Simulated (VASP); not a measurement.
Here is a VASP 6.6.1 calculation.

INCAR

```
SYSTEM = Yb
PREC = Accurate
ENCUT = 520
EDIFF = 1E-6
ISMEAR = 0
SIGMA = 0.15
LREAL = .False.
LASPH = .True.
NELM = 100
ALGO = Fast
ISIF = 2
LWAVE = .False.
LCHARG = .False.
GGA = PE
NBANDS = 18
```

The input KPOINTS:

```
regular mesh
0
Gamma
  14 14 14
  0 0 0
```

The input POSCAR:

```
Yb
1.0
   -0.0718242098      2.6117894455      2.6117894455
    2.5399652357      0.0000000000      2.5399652357
    2.6117894455      2.6117894455     -0.0718242098
Yb
1
Direct
    0.0000000000      0.0000000000      0.0000000000
```

Potentials or basis: VASP PAW PBE potentials, release 64 (Yb).

The run is started by

```sh
$ cat potpaw_PBE.64/Yb/POTCAR > POTCAR
$ mpirun -np 1 vasp_std > vasp.out
```

Q: Predict the pressure.

A: 0.1 GPa.

Q: What does it give for the band gap on the k mesh?

A: Zero (bands 12 and 13 overlap by 0.16 eV).

Stress tensor (GPa, compression positive):
```
0.19 0.00 1.23
0.00 0.02 0.00
1.23 0.00 0.19
```

Caveat: the cell differs from its parent crystal (engineering shear strain xz -0.0550, normal strain along z +0.0000); spin-orbit coupling is left out, which moves the levels of the heavy elements. Spin polarisation is off, so any magnetic state and its effect on volume and gap are missing.
